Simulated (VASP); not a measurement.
# Ru (P6/mmm) in VASP: a series of runs

Ru is run at these levels: PBEsol; tasks: single point, relaxation of cell and atoms.

Program: VASP 6.6.1. These are calculated values, not measurements. Logs are shortened: lines on timing, memory, paths and dates and some standing lists are left out, and cuts for length are marked.

## Step 1: The cell of the first run

Symmetry: P6/mmm, No. 191, hexagonal system. The conventional cell has a = 4.223 Å, b = 4.223 Å, c = 2.654 Å, α = 90.00°, β = 90.00°, γ = 120.00°. Within 3.5 Å of Ru (site symmetry 6/mmm) lie 14 Ru at 2.65 to 2.78 Å. Ru (site symmetry -6m2) has 11 Ru at 2.44 to 2.78 Å within 3.2 Å.

## Step 2: Single point, PBEsol

The input, INCAR:

```
  ALGO = Normal
  EDIFF = 1E-7
  ENCUT = 520
  GGA = PS
  ISIF = 2
  ISMEAR = 0
  LASPH = T
  LCHARG = F
  LREAL = F
  LWAVE = F
  NBANDS = 28
  NELM = 100
  PREC = Accurate
  SIGMA = 0.1
```

The input, KPOINTS:

```
k-points
0
Gamma
  6 6 6
```

The input, POSCAR:

```
Ru
1.0
    4.2226779889      0.0000000000      0.0000000000
   -2.1113389944      3.6569464104      0.0000000000
    0.0000000000      0.0000000000      2.6539466220
Ru
3
Direct
    0.0000000000      0.0000000000      0.0000000000
    0.3333333333      0.6666666667      0.5000000000
    0.6666666667      0.3333333333      0.5000000000
```

Potentials or basis: VASP PAW PBE potentials, release 64 (Ru_pv).

Launch:

```bash
$ cat potpaw_PBE.64/Ru_pv/POTCAR > POTCAR
$ mpirun -np 1 vasp_std > vasp.out
```

OUTCAR:

```text
EDIFF = 1E-7
   ENCUT = 520
   GGA = PS
   ISIF = 2
   ISMEAR = 0
   LASPH = T
   LREAL = F
   NELM = 100
   PREC = Accurate

 ion  position               nearest neighbor table
   1  0.000  0.000  0.000-   2 2.78   3 2.78   2 2.78   3 2.78   2 2.78   2 2.78   3 2.78   3 2.78
                             3 2.78   3 2.78   2 2.78   2 2.78
   2  0.333  0.667  0.500-   3 2.44   3 2.44   3 2.44   1 2.78   1 2.78   1 2.78   1 2.78   1 2.78
                             1 2.78
   3  0.667  0.333  0.500-   2 2.44   2 2.44   2 2.44   1 2.78   1 2.78   1 2.78   1 2.78   1 2.78
                             1 2.78

  LATTYP: Found a hexagonal cell.
 ALAT       =     4.2226779889
 C/A-ratio  =     0.6284984621

  Lattice vectors:

 A1 = (   4.2226779889,   0.0000000000,   0.0000000000)
 A2 = (  -2.1113389944,   3.6569464104,   0.0000000000)
 A3 = (   0.0000000000,   0.0000000000,   2.6539466220)

Analysis of symmetry for initial positions (statically):
=====================================================================
 Subroutine PRICEL returns:
 Original cell was already a primitive cell.

 Routine SETGRP: Setting up the symmetry group for a
 hexagonal supercell.

 Subroutine GETGRP returns: Found 24 space group operations
 (whereof 24 operations were pure point group operations)
 out of a pool of 24 trial point group operations.

The static configuration has the point symmetry D_6h.

Analysis of symmetry for dynamics (positions and initial velocities):
=====================================================================
 Subroutine PRICEL returns:
 Original cell was already a primitive cell.

 Routine SETGRP: Setting up the symmetry group for a
 hexagonal supercell.

 Subroutine GETGRP returns: Found 24 space group operations
 (whereof 24 operations were pure point group operations)
 out of a pool of 24 trial point group operations.

The dynamic configuration has the point symmetry D_6h.

 Subroutine INISYM returns: Found 24 space group operations
 (whereof 24 operations are pure point group operations),
 and found     1 'primitive' translations

[... 89 lines left out ...]
   ICHARG =      2    charge: 1-file 2-atom 10-const
   ISPIN  =      1    spin polarized calculation?
   LNONCOLLINEAR =      F non collinear calculations
   LSORBIT =      F    spin-orbit coupling
   LASPH  =      T    aspherical Exc in radial PAW
   ENCUT  =  520.0 eV  38.22 Ry    6.18 a.u.   7.85  7.85  4.93*2*pi/ulx,y,z
   NELM   =    100;   NELMIN=  2; NELMDL= -5     # of ELM steps
   EDIFF  = 0.1E-06   stopping-criterion for ELM
   LREAL  =      F    real-space projection
   EDIFFG = 0.1E-05   stopping-criterion for IOM
   NSW    =      0    number of steps for IOM
   IBRION =     -1    ionic relax: 0-MD 1-quasi-New 2-CG
   NFREE  =      0    steps in history (QN), initial steepest desc. (CG)
   ISIF   =      2    stress and relaxation
   ISYM   =      2    0-nonsym 1-usesym 2-fastsym
   POTIM  = 0.5000    time-step for ionic-motion
   TEBEG  =    0.0;   TEEND  =   0.0 temperature during run
   PSTRESS=    0.0 pullay stress
   NELECT =      42.0000    total number of electrons
   NUPDOWN=      -1.0000    fix difference up-down
   EMIN   =  10.00;   EMAX   =-10.00  energy-range for DOS
   EFERMI =   0.00;   METHOD = LEGACY
   ISMEAR =     0;   SIGMA  =   0.10  broadening in eV -4-tet -1-fermi 0-gaus
   EFERMI_NEDOS =   21; number of points for ismear=-14 and -15
   IALGO  =     38    algorithm
   IMIX   =      4    mixing-type and parameters
     AMIX     =   0.40;   BMIX     =  1.00
     AMIX_MAG =   1.60;   BMIX_MAG =  1.00
  volume/ion in A,a.u.               =      13.66        92.19
  Fermi-wavevector in a.u.,A,eV,Ry     =   1.650536  3.119061 37.065933  2.724269
  Thomas-Fermi vector in A             =   2.739469
   LORBIT       =      0    0 simple, 1 ext, 2 COOP (PROOUT), +10 PAW based schemes
   GGA     = PS    functional components
   LHFCALC =     F    Hartree Fock is set to
   AEXX    =    0.0000 exact exchange contribution
   IVDW    =     0    specifies the selected vdW correction
   LEPSILON=     F    determine dielectric tensor
   LRPA    =     F    only Hartree local field effects (RPA)
 non-spin polarized calculation
 Gauss-broadening in eV      SIGMA  =   0.10
  energy-cutoff  :      520.00
  volume of cell :       40.98
 maximum number of plane-waves:      1116
 NGX is ok and might be reduce to    32
   NGX = 15   NGY = 15   NGZ =  9

 number of electron      41.9999997 magnetization

 Free energy of the ion-electron system (eV)
  ---------------------------------------------------
  ext. energy  EPLUGINS =         0.00000000
  ---------------------------------------------------
  free energy    TOTEN  =       -29.59390122 eV

  energy without entropy =      -29.56762230  energy(sigma->0) =      -29.58076176

 E-fermi :  12.8030     XC(G=0): -14.2249

 val. band max:       12.8000876020   @ k =   0.1667   0.0000   0.1667
 cond. band min:      12.8105794713   @ k =   0.3333   0.1667   0.5000
 fundamental gap:      0.0104918693
 Fermi energy:        12.8029697844

 k-point     1 :       0.0000    0.0000    0.0000
  band No.  band energies     occupation
      1     -30.8393      2.00000
      2     -30.8393      2.00000
      3     -30.4167      2.00000
      4     -30.4167      2.00000
      5     -30.1515      2.00000
      6     -29.8725      2.00000
[... 733 lines left out ...]
     27      21.2421      0.00000
     28      22.2276      0.00000

 [... further k-points ...]

------------------------ aborting loop because EDIFF is reached ----------------------------------------

  FORCE on cell =-STRESS in cart. coord.  units (eV):
  Direction    XX          YY          ZZ          XY          YZ          ZX
  --------------------------------------------------------------------------------------
  -------------------------------------------------------------------------------------
  Total        0.0347123      0.0347123     -0.0056772      0.0000000     -0.0000000      0.0000000
  in kB        1.3570472      1.3570472     -0.2219472      0.0000000     -0.0000000      0.0000000
  external PRESSURE =       0.8307157 kB  Pullay stress =       0.0000000 kB

 VOLUME and BASIS-vectors are now :
 -----------------------------------------------------------------------------
  energy-cutoff  :      520.00
  volume of cell :       40.98
      direct lattice vectors                 reciprocal lattice vectors
     4.222677989  0.000000000  0.000000000     0.236816542  0.136726094  0.000000000
    -2.111338994  3.656946410  0.000000000     0.000000000  0.273452189  0.000000000
     0.000000000  0.000000000  2.653946622     0.000000000  0.000000000  0.376797330

 POSITION                                       TOTAL-FORCE (eV/Angst)
 -----------------------------------------------------------------------------------
      0.00000      0.00000      0.00000         0.000000      0.000000      0.000000
     -0.00000      2.43796      1.32697         0.000000     -0.000000      0.000000
      2.11134      1.21898      1.32697        -0.000000      0.000000      0.000000
 -----------------------------------------------------------------------------------
    total drift:                               -0.000000      0.000000      0.000000

  FREE ENERGIE OF THE ION-ELECTRON SYSTEM (eV)
  ---------------------------------------------------
  free  energy   TOTEN  =       -29.5939012191 eV

  energy  without entropy=      -29.5676223019  energy(sigma->0) =      -29.58076176
```

OSZICAR:

```text
N       E                     dE             d eps       ncg     rms          rms(c)
DAV:   1     0.478883915671E+03    0.47888E+03   -0.24931E+04  1568   0.164E+03
DAV:   2    -0.182368990937E+02   -0.49712E+03   -0.48494E+03  1656   0.507E+02
DAV:   3    -0.316730424659E+02   -0.13436E+02   -0.13143E+02  1692   0.905E+01
DAV:   4    -0.318206267997E+02   -0.14758E+00   -0.14731E+00  1956   0.867E+00
DAV:   5    -0.318231674510E+02   -0.25407E-02   -0.25400E-02  1780   0.105E+00    0.242E+01
DAV:   6    -0.298454664691E+02    0.19777E+01   -0.60377E+00  1724   0.204E+01    0.725E+00
DAV:   7    -0.305583756423E+02   -0.71291E+00   -0.76979E+00  1744   0.230E+01    0.894E+00
DAV:   8    -0.296032156723E+02    0.95516E+00   -0.38895E+00  1724   0.115E+01    0.124E+00
DAV:   9    -0.295942325794E+02    0.89831E-02   -0.38979E-02  1776   0.149E+00    0.238E-01
DAV:  10    -0.295939009291E+02    0.33165E-03   -0.20992E-03  1948   0.390E-01    0.670E-02
DAV:  11    -0.295938976064E+02    0.33228E-05   -0.95409E-05  1844   0.778E-02    0.258E-02
DAV:  12    -0.295939028150E+02   -0.52087E-05   -0.10300E-05  1904   0.284E-02    0.703E-03
DAV:  13    -0.295939012984E+02    0.15166E-05   -0.11230E-06  1804   0.102E-02    0.149E-03
DAV:  14    -0.295939012191E+02    0.79371E-07   -0.71644E-08  1064   0.256E-03
   1 F= -.29593901E+02 E0= -.29580762E+02  d E =-.262789E-01
```

stdout:

```text
POSCAR found type information on POSCAR Ru
 POSCAR found :  1 types and       3 ions
 scaLAPACK will be used
 -----------------------------------------------------------------------------
|                                                                             |
|                                                                             |
|     You enforced a specific xc type in the INCAR file but a different       |
|     I HOPE YOU KNOW WHAT YOU ARE DOING!                                     |
|                                                                             |
 -----------------------------------------------------------------------------

 LDA part: xc-table for (Slater+PW92), standard interpolation
 POSCAR, INCAR and KPOINTS ok, starting setup
 FFT: planning ... GRIDC
 FFT: planning ... GRID_SOFT
 FFT: planning ... GRID
 WAVECAR not read
 entering main loop
```

Wall time 14 s (1 thread of Intel Xeon Platinum 8488C (Sapphire Rapids), shared host); peak memory 0.16 GiB.

Results:

```yaml
Free_energy: -29.5939 eV
Pressure: 0.1 GPa
Band_gap_on_the_k_mesh: zero (band 21 reaches 13.91 eV, above the bottom of band 22 at 11.40 eV)
```

Levels at points of the mesh, in eV from the Fermi level:
| k point | band 18 | band 19 | band 20 | band 21 | band 22 | band 23 | band 24 | band 25 |
| --- | --- | --- | --- | --- | --- | --- | --- | --- |
| (0.00, 0.00, 0.00) | -2.20 | -2.20 | -1.51 | -1.51 | -1.40 | -1.40 | 1.70 | 1.70 |
| (0.50, 0.00, 0.00) | -2.61 | -1.24 | -1.17 | 0.39 | 0.79 | 0.82 | 0.84 | 1.28 |
| (0.00, 0.00, 0.50) | -2.06 | -2.06 | 0.68 | 0.68 | 1.37 | 1.37 | 2.48 | 3.49 |
| (0.50, 0.00, 0.50) | -2.07 | -0.81 | -0.57 | 0.29 | 0.98 | 1.28 | 2.17 | 3.09 |

Caveat: the k points lie up to 0.39 Å⁻¹ apart; the PAW data sets were made with another functional, which shifts forces and pressure a little.

## Step 3: Relaxation of cell and atoms, PBEsol

This run uses another cell than the first one, of 15.75 Å³/atom, 1.153 times its volume.

The input, INCAR:

```
SYSTEM = Ru
PREC = Accurate
ENCUT = 600
EDIFF = 1E-7
ISMEAR = 0
SIGMA = 0.1
LREAL = .False.
LASPH = .True.
NELM = 60
ALGO = Normal
ISIF = 3
LWAVE = .False.
LCHARG = .False.
GGA = PS
IBRION = 2
NSW = 90
EDIFFG = -0.04
```

The input, KPOINTS:

```
regular mesh
0
Gamma
  6 6 6
  0 0 0
```

The input, POSCAR:

```
Ru
1.0
    4.4642422224      0.0000000000      0.0000000000
   -2.2321211112      3.8661471732      0.0000000000
    0.0000000000      0.0000000000      2.7367745798
Ru
3
Direct
    0.0000000000      0.0000000000      0.0000000000
    0.3333333333      0.6666666667      0.5000000000
    0.6666666667      0.3333333333      0.5000000000
```

Potentials or basis: VASP PAW PBE potentials, release 64 (Ru_pv).

Launch:

```bash
$ cat potpaw_PBE.64/Ru_pv/POTCAR > POTCAR
$ mpirun -np 1 vasp_std > vasp.out
```

OUTCAR:

```text
SYSTEM = Ru
   PREC = Accurate
   ENCUT = 600
   EDIFF = 1E-7
   ISMEAR = 0
   LREAL = .False.
   LASPH = .True.
   NELM = 60
   ISIF = 3
   GGA = PS
   IBRION = 2
   NSW = 90
   EDIFFG = -0.04

 ion  position               nearest neighbor table
   1  0.000  0.000  0.000-   2 2.92   3 2.92   2 2.92   3 2.92   2 2.92   2 2.92   3 2.92   3 2.92
                             3 2.92   3 2.92   2 2.92   2 2.92
   2  0.333  0.667  0.500-   3 2.58   3 2.58   3 2.58   1 2.92   1 2.92   1 2.92   1 2.92   1 2.92
                             1 2.92
   3  0.667  0.333  0.500-   2 2.58   2 2.58   2 2.58   1 2.92   1 2.92   1 2.92   1 2.92   1 2.92
                             1 2.92

  LATTYP: Found a hexagonal cell.
 ALAT       =     4.4642422224
 C/A-ratio  =     0.6130434783

  Lattice vectors:

 A1 = (   4.4642422224,   0.0000000000,   0.0000000000)
 A2 = (  -2.2321211112,   3.8661471732,   0.0000000000)
 A3 = (   0.0000000000,   0.0000000000,   2.7367745798)

Analysis of symmetry for initial positions (statically):
[... 185 lines left out ...]
  Total      -10.7517726    -10.7517726     -7.8573425      0.0000000      0.0000000      0.0000000
  in kB     -364.6913764   -364.6913764   -266.5146608      0.0000000      0.0000000      0.0000000
  external PRESSURE =    -331.9658045 kB  Pullay stress =       0.0000000 kB
[... 92 lines left out ...]
  FREE ENERGIE OF THE ION-ELECTRON SYSTEM (eV)
  ---------------------------------------------------
  free  energy   TOTEN  =       -29.5792426508 eV

  energy  without entropy=      -29.5537733362  energy(sigma->0) =      -29.56650799

[... ionic steps 4 to 7 ...]

--------------------------------------- Ionic step        8  -------------------------------------------

 number of electron      41.9999994 magnetization

------------------------ aborting loop because EDIFF is reached ----------------------------------------
[... 69 lines left out ...]
--------------------------------------- Ionic step       10  -------------------------------------------

 number of electron      41.9999993 magnetization

 Free energy of the ion-electron system (eV)
  ---------------------------------------------------
  ext. energy  EPLUGINS =         0.00000000
  ---------------------------------------------------
  free energy    TOTEN  =       -29.59964807 eV

  energy without entropy =      -29.57336619  energy(sigma->0) =      -29.58650713

 E-fermi :  12.7963     XC(G=0): -14.2226

 val. band max:       12.7942834983   @ k =   0.1667   0.0000   0.1667
 cond. band min:      12.8016029067   @ k =   0.3333   0.1667   0.5000
 fundamental gap:      0.0073194084
 Fermi energy:        12.7963003514

 k-point     1 :       0.0000    0.0000    0.0000
  band No.  band energies     occupation
      1     -30.8439      2.00000
      2     -30.8439      2.00000
      3     -30.4228      2.00000
      4     -30.4228      2.00000
      5     -30.1569      2.00000
      6     -29.8786      2.00000
[... 661 lines left out ...]
     24      15.0092      0.00000
     25      15.8605      0.00000

 [... further k-points ...]
[... 5 lines left out ...]
  --------------------------------------------------------------------------------------
  -------------------------------------------------------------------------------------
  Total       -0.0019206     -0.0019206      0.0087861      0.0000000     -0.0000000      0.0000000
  in kB       -0.0750599     -0.0750599      0.3433660      0.0000000     -0.0000000      0.0000000
  external PRESSURE =       0.0644154 kB  Pullay stress =       0.0000000 kB
[... 18 lines left out ...]
  FREE ENERGIE OF THE ION-ELECTRON SYSTEM (eV)
  ---------------------------------------------------
  free  energy   TOTEN  =       -29.5996480720 eV

  energy  without entropy=      -29.5733661878  energy(sigma->0) =      -29.58650713

 reached required accuracy - stopping structural energy minimisation
```

OSZICAR:

```text
N       E                     dE             d eps       ncg     rms          rms(c)
DAV:   1     0.508538786668E+03    0.50854E+03   -0.28026E+04  1400   0.200E+03
DAV:   2    -0.150463555307E+02   -0.52359E+03   -0.51848E+03  1493   0.574E+02
[... 112 lines left out ...]
DAV:   3    -0.296008988985E+02   -0.83530E-03   -0.17964E-02  1564   0.114E+00    0.363E-01
DAV:   4    -0.295995133162E+02    0.13856E-02   -0.88202E-03  1567   0.834E-01    0.102E-01
DAV:   5    -0.295996471806E+02   -0.13386E-03   -0.31684E-04  1405   0.157E-01    0.145E-02
DAV:   6    -0.295996472382E+02   -0.57596E-07   -0.22295E-05  1643   0.351E-02    0.850E-03
DAV:   7    -0.295996480957E+02   -0.85751E-06   -0.84050E-07  1577   0.720E-03    0.241E-03
DAV:   8    -0.295996480720E+02    0.23689E-07   -0.44677E-08   703   0.177E-03
  10 F= -.29599648E+02 E0= -.29586507E+02  d E =-.250322E-03
```

Wall time 2.3 min (1 thread of Intel Xeon Platinum 8488C (Sapphire Rapids), shared host); peak memory 0.2 GiB.

What came out:

* Free energy: -29.5996 eV
* Relaxed volume: 13.67 Å³/atom
* Relaxed cell: a = 4.224 Å, b = 4.224 Å, c = 2.653 Å, α = 90.00°, β = 90.00°, γ = 120.00°
* Space group after relaxing (to 0.05 Å): P6/mmm (No. 191)
* Energy gained by relaxing: 256.9 meV/atom
* Ionic steps: 10
* Pressure after relaxing: 0.0 GPa
* Band gap on the k mesh: zero (band 21 reaches 13.91 eV, above the bottom of band 22 at 11.40 eV)

The path:
```csv
step,energy change (eV),largest force (eV/Å),pressure (GPa),volume (Å³)
1,0.0000,0.0000,-33.20,47.24
2,7.6261,0.0000,295.32,28.23
3,-0.7503,0.0000,-6.18,41.78
4,-0.7643,0.0000,-2.66,41.30
5,-0.7677,0.0000,0.30,40.93
6,-0.7674,0.0000,-0.65,41.05
7,-0.7703,0.0000,-0.80,41.11
8,-0.7705,0.0000,-0.79,41.10
9,-0.7693,0.0000,1.93,40.76
10,-0.7707,0.0000,0.01,41.00
```

Final structure:
```cif
data_structure
_symmetry_space_group_name_H-M 'P 1'
_symmetry_Int_Tables_number 1
_cell_length_a 4.2240
_cell_length_b 4.2240
_cell_length_c 2.6532
_cell_angle_alpha 90.000
_cell_angle_beta 90.000
_cell_angle_gamma 120.000
_cell_volume 41.00
loop_
_atom_site_label
_atom_site_type_symbol
_atom_site_fract_x
_atom_site_fract_y
_atom_site_fract_z
_atom_site_occupancy
Ru1 Ru 0.00000 0.00000 0.00000 1
Ru2 Ru 0.33333 0.66667 0.50000 1
Ru3 Ru 0.66667 0.33333 0.50000 1
```

Caveat: the k points lie up to 0.39 Å⁻¹ apart in the final cell; the PAW data sets were made with another functional, which shifts forces and pressure a little.
